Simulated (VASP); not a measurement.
# As3O2 (R32) in VASP: notebook

As3O2 is run at these levels: PBE; tasks: single point, relaxation of cell and atoms.

All numbers are computed with VASP 6.6.1; they aren't measurements. Logs are shortened: lines on timing, memory, paths and dates and some standing lists are left out, and cuts for length are marked.

**1. The cell of the first run**

Symmetry: R32, No. 155, trigonal system. Conventional cell: a = 5.753 Å, b = 5.753 Å, c = 8.157 Å, α = 90.00°, β = 90.00°, γ = 120.00°. As (site symmetry 2) has 2 O at 2.04 Å within 2.7 Å. Within 2.7 Å of O (site symmetry 3) lie 3 As at 2.04 Å.

**2. Single point, PBE**

INCAR

```
  PREC = Accurate
  ENCUT = 520
  EDIFF = 1E-6
  ISMEAR = 0
  SIGMA = 0.1
  LREAL = F
  LASPH = T
  NELM = 100
  ALGO = Normal
  ISIF = 2
  LWAVE = F
  LCHARG = F
  GGA = PE
  NBANDS = 22
```

KPOINTS

```
Automatic mesh
0
Gamma
  12 12 12
```

POSCAR

```
As3O2
1.0
    2.8765366210      1.6607691925      2.7190255108
   -2.8765366210      1.6607691925      2.7190255108
    0.0000000000     -3.3215383849      2.7190255108
As O
3 2
Direct
    0.2935315715      0.7064684285      0.0000000000
    0.0000000000      0.2935315715      0.7064684285
    0.7064684285      0.0000000000      0.2935315715
    0.3322959824      0.3322959824      0.3322959824
    0.6677040176      0.6677040176      0.6677040176
```

Potentials or basis: VASP PAW PBE potentials, release 64 (As, O).

Run with:

```bash
$ cat potpaw_PBE.64/As/POTCAR potpaw_PBE.64/O/POTCAR > POTCAR
$ mpirun -np 1 vasp_std > vasp.out
```

OUTCAR:

```text
PREC = Accurate
   ENCUT = 520
   EDIFF = 1E-6
   ISMEAR = 0
   LREAL = F
   LASPH = T
   NELM = 100
   ISIF = 2
   GGA = PE

 ion  position               nearest neighbor table
   1  0.294  0.706  0.000-   4 2.04   5 2.04   2 2.75   3 2.75
   2  0.000  0.294  0.706-   4 2.04   5 2.04   3 2.75   1 2.75
   3  0.706  0.000  0.294-   5 2.04   4 2.04   2 2.75   1 2.75
   4  0.332  0.332  0.332-   2 2.04   1 2.04   3 2.04
   5  0.668  0.668  0.668-   3 2.04   1 2.04   2 2.04

  LATTYP: Found a trigonal (rhomboedric) cell.
 ALAT       =     4.2925187211
 COS(alpha) =     0.1018571549

  Lattice vectors:

 A1 = (   2.8765366210,   1.6607691925,   2.7190255108)
 A2 = (  -2.8765366210,   1.6607691925,   2.7190255108)
 A3 = (   0.0000000000,  -3.3215383849,   2.7190255108)

Analysis of symmetry for initial positions (statically):
=====================================================================
 Subroutine PRICEL returns:
 Original cell was already a primitive cell.

 Routine SETGRP: Setting up the symmetry group for a
 trigonal (rhombohedral) supercell.

 Subroutine GETGRP returns: Found  6 space group operations
 (whereof  6 operations were pure point group operations)
 out of a pool of 12 trial point group operations.

The static configuration has the point symmetry D_3 .

Analysis of symmetry for dynamics (positions and initial velocities):
=====================================================================
 Subroutine PRICEL returns:
 Original cell was already a primitive cell.

 Routine SETGRP: Setting up the symmetry group for a
 trigonal (rhombohedral) supercell.

 Subroutine GETGRP returns: Found  6 space group operations
 (whereof  6 operations were pure point group operations)
 out of a pool of 12 trial point group operations.

The dynamic configuration has the point symmetry D_3 .

 Subroutine INISYM returns: Found  6 space group operations
 (whereof  6 operations are pure point group operations),
 and found     1 'primitive' translations

----------------------------------------------------------------------------------------

                                     Primitive cell

  volume of cell :      77.9370

  direct lattice vectors                    reciprocal lattice vectors
[... 85 lines left out ...]
   ISTART =      0    job   : 0-new  1-cont  2-samecut
   ICHARG =      2    charge: 1-file 2-atom 10-const
   ISPIN  =      1    spin polarized calculation?
   LNONCOLLINEAR =      F non collinear calculations
   LSORBIT =      F    spin-orbit coupling
   LASPH  =      T    aspherical Exc in radial PAW
   ENCUT  =  520.0 eV  38.22 Ry    6.18 a.u.   7.98  7.98  7.98*2*pi/ulx,y,z
   NELM   =    100;   NELMIN=  2; NELMDL= -5     # of ELM steps
   EDIFF  = 0.1E-05   stopping-criterion for ELM
   LREAL  =      F    real-space projection
   EDIFFG = 0.1E-04   stopping-criterion for IOM
   NSW    =      0    number of steps for IOM
   IBRION =     -1    ionic relax: 0-MD 1-quasi-New 2-CG
   NFREE  =      0    steps in history (QN), initial steepest desc. (CG)
   ISIF   =      2    stress and relaxation
   ISYM   =      2    0-nonsym 1-usesym 2-fastsym
   POTIM  = 0.5000    time-step for ionic-motion
   TEBEG  =    0.0;   TEEND  =   0.0 temperature during run
   PSTRESS=    0.0 pullay stress
   NELECT =      27.0000    total number of electrons
   NUPDOWN=      -1.0000    fix difference up-down
   EMIN   =  10.00;   EMAX   =-10.00  energy-range for DOS
[... 5 lines left out ...]
     AMIX     =   0.40;   BMIX     =  1.00
     AMIX_MAG =   1.60;   BMIX_MAG =  1.00
  volume/ion in A,a.u.               =      15.59       105.19
  Fermi-wavevector in a.u.,A,eV,Ry     =   1.149780  2.172770 17.986829  1.321995
  Thomas-Fermi vector in A             =   2.286448
   LORBIT       =      0    0 simple, 1 ext, 2 COOP (PROOUT), +10 PAW based schemes
   GGA     = PE    functional components
   LHFCALC =     F    Hartree Fock is set to
   AEXX    =    0.0000 exact exchange contribution
   IVDW    =     0    specifies the selected vdW correction
   LEPSILON=     F    determine dielectric tensor
   LRPA    =     F    only Hartree local field effects (RPA)
 non-spin polarized calculation
 Gauss-broadening in eV      SIGMA  =   0.10
  energy-cutoff  :      520.00
  volume of cell :       77.94
 maximum number of plane-waves:      2128
   NGX = 15   NGY = 15   NGZ = 15

 number of electron      27.0000007 magnetization

 Free energy of the ion-electron system (eV)
  ---------------------------------------------------
  ext. energy  EPLUGINS =         0.00000000
  ---------------------------------------------------
  free energy    TOTEN  =       -24.81082538 eV

  energy without entropy =      -24.79881437  energy(sigma->0) =      -24.80481987

 E-fermi :   5.4074     XC(G=0): -10.3829

 val. band max:        5.4053296869   @ k =  -0.0833   0.1667   0.0833
 cond. band min:       5.4085395793   @ k =  -0.1667  -0.3333   0.0833
 fundamental gap:      0.0032098924
 Fermi energy:         5.4073771981

 k-point     1 :       0.0000    0.0000    0.0000
  band No.  band energies     occupation
      1     -14.9717      2.00000
      2     -13.7467      2.00000
      3      -6.1311      2.00000
      4      -5.4223      2.00000
      5      -5.4223      2.00000
      6      -1.5783      2.00000
[... 589 lines left out ...]
     21      12.2238      0.00000
     22      13.1243      0.00000

 [... further k-points ...]

------------------------ aborting loop because EDIFF is reached ----------------------------------------

  FORCE on cell =-STRESS in cart. coord.  units (eV):
  Direction    XX          YY          ZZ          XY          YZ          ZX
  --------------------------------------------------------------------------------------
  -------------------------------------------------------------------------------------
  Total        0.0868459      0.0868459      0.0076469      0.0000000      0.0000000      0.0000000
  in kB        1.7853207      1.7853207      0.1571999      0.0000000      0.0000000      0.0000000
  external PRESSURE =       1.2426138 kB  Pullay stress =       0.0000000 kB

 VOLUME and BASIS-vectors are now :
 -----------------------------------------------------------------------------
  energy-cutoff  :      520.00
  volume of cell :       77.94
      direct lattice vectors                 reciprocal lattice vectors
     2.876536621  1.660769193  2.719025511     0.173820141  0.100355105  0.122592941
    -2.876536621  1.660769193  2.719025511    -0.173820141  0.100355105  0.122592941
     0.000000000 -3.321538385  2.719025511     0.000000000 -0.200710210  0.122592941

 POSITION                                       TOTAL-FORCE (eV/Angst)
 -----------------------------------------------------------------------------------
     -1.18783      1.66077      2.71903        -0.028982      0.000000     -0.000000
     -0.84435     -1.85907      2.71903         0.014491     -0.025099     -0.000000
      2.03218      0.19830      2.71903         0.014491      0.025099     -0.000000
      0.00000      0.00000      2.71056         0.000000      0.000000      0.001719
      0.00000      0.00000      5.44651         0.000000     -0.000000     -0.001719
 -----------------------------------------------------------------------------------
    total drift:                                0.000000      0.000000     -0.000000

  FREE ENERGIE OF THE ION-ELECTRON SYSTEM (eV)
  ---------------------------------------------------
  free  energy   TOTEN  =       -24.8108253820 eV

  energy  without entropy=      -24.7988143669  energy(sigma->0) =      -24.80481987
```

OSZICAR:

```text
N       E                     dE             d eps       ncg     rms          rms(c)
DAV:   1     0.120963911228E+03    0.12096E+03   -0.12365E+04  8316   0.107E+03
DAV:   2    -0.183068975966E+02   -0.13927E+03   -0.13317E+03 10930   0.210E+02
DAV:   3    -0.274412609604E+02   -0.91344E+01   -0.90232E+01 10268   0.552E+01
DAV:   4    -0.275160078576E+02   -0.74747E-01   -0.74618E-01  8982   0.549E+00
DAV:   5    -0.275164180511E+02   -0.41019E-03   -0.41017E-03 10168   0.397E-01    0.112E+01
DAV:   6    -0.251880614689E+02    0.23284E+01   -0.14386E+01  8592   0.288E+01    0.594E+00
DAV:   7    -0.248331765736E+02    0.35488E+00   -0.21173E+00  8640   0.100E+01    0.290E+00
DAV:   8    -0.248234784869E+02    0.96981E-02   -0.48058E-01  9258   0.443E+00    0.889E-01
DAV:   9    -0.248100065631E+02    0.13472E-01   -0.49526E-02  9552   0.167E+00    0.132E-01
DAV:  10    -0.248108162304E+02   -0.80967E-03   -0.59267E-03  9306   0.499E-01    0.388E-02
DAV:  11    -0.248108243039E+02   -0.80735E-05   -0.22480E-04  9994   0.102E-01    0.179E-02
DAV:  12    -0.248108257789E+02   -0.14749E-05   -0.26632E-05  9204   0.318E-02    0.523E-03
DAV:  13    -0.248108253820E+02    0.39684E-06   -0.13647E-06  7374   0.825E-03
   1 F= -.24810825E+02 E0= -.24804820E+02  d E =-.120110E-01
```

It took 2.6 min on 1 thread of AMD EPYC 9R45 (Zen 5), shared host; peak memory 0.34 GiB.

What came out:

| Property | Result |
| --- | --- |
| Free energy | -24.8108 eV |
| Pressure | 0.1 GPa |
| Largest force | 0.029 eV/Å |

Forces on the atoms (eV/Å):
```
As  -0.029  0.000  0.000
As   0.014 -0.025  0.000
As   0.014  0.025  0.000
O    0.000  0.000  0.002
O    0.000  0.000 -0.002
```

Stress tensor (GPa, compression positive):
```
0.18 0.00 0.00
0.00 0.18 0.00
0.00 0.00 0.02
```

Caveat: an odd number of electrons without spin polarisation forces a metal; a magnetic or distorted state may lie lower.

**3. Relaxation of cell and atoms, PBE**

INCAR

```
PREC = Accurate
ENCUT = 600
EDIFF = 1E-7
ISMEAR = 0
SIGMA = 0.1
LREAL = False
LASPH = True
NELM = 80
ALGO = Normal
ISIF = 3
LWAVE = False
LCHARG = False
GGA = PE
IBRION = 2
NSW = 100
EDIFFG = -0.01
```

KPOINTS is that of step 2.

POSCAR

```
As3O2
1.0
    2.8754359886      1.6601337421      2.7163980758
   -2.8754359886      1.6601337421      2.7163980758
    0.0000000000     -3.3202674841      2.7163980758
As O
3 2
Direct
    0.2932474434      0.7067525566      0.0000000000
    0.0000000000      0.2932474434      0.7067525566
    0.7067525566      0.0000000000      0.2932474434
    0.3325559161      0.3325559161      0.3325559161
    0.6674440839      0.6674440839      0.6674440839
```

Potentials or basis: VASP PAW PBE potentials, release 64 (As, O).

Run with:

```bash
$ cat potpaw_PBE.64/As/POTCAR potpaw_PBE.64/O/POTCAR > POTCAR
$ mpirun -np 1 vasp_std > vasp.out
```

It took 7.1 min on 1 thread of AMD EPYC 9R45 (Zen 5), shared host; peak memory 0.38 GiB.

The run converged. Its results:

```yaml
Free_energy: -24.8153 eV
Relaxed_volume: 15.58 Å³/atom
Relaxed_cell: a = 4.292 Å, b = 4.292 Å, c = 4.292 Å, α = 84.18°, β = 84.18°, γ = 84.18°
Space_group_after_relaxing_to_0.05_Å: R32 (No. 155)
Energy_gained_by_relaxing: 0.0 meV/atom
Ionic_steps: 3
Pressure_after_relaxing: 0.0 GPa
Largest_force_after_relaxing: 0.009 eV/Å
```

Forces on the atoms (eV/Å):
```
As  -0.003  0.000  0.000
As   0.002 -0.003  0.000
As   0.002  0.003  0.000
O    0.000  0.000 -0.009
O    0.000  0.000  0.009
```

Final structure:
```
As O
1.0
     2.87660    1.66081    2.71735
    -2.87660    1.66081    2.71735
     0.00000   -3.32161    2.71735
As O
3 2
Direct
  0.29315 0.70685 0.00000
  0.00000 0.29315 0.70685
  0.70685 0.00000 0.29314
  0.33252 0.33252 0.33252
  0.66748 0.66748 0.66748
```

Levels at points of the mesh, in eV from the Fermi level:
```tsv
k point	band 11	band 12	band 13	band 14	band 15	band 16
(0.00, 0.00, 0.00)	-3.26	-1.59	-1.59	-1.19	2.53	2.53
(0.50, 0.00, 0.00)	-3.24	-3.14	-0.32	0.58	0.64	1.19
(0.50, 0.50, 0.00)	-3.93	-1.48	-1.07	-1.02	1.66	1.85
(0.50, 0.50, 0.50)	-3.06	-1.16	-0.74	1.21	1.21	2.91
```

Caveat: an odd number of electrons without spin polarisation forces a metal; a magnetic or distorted state may lie lower.
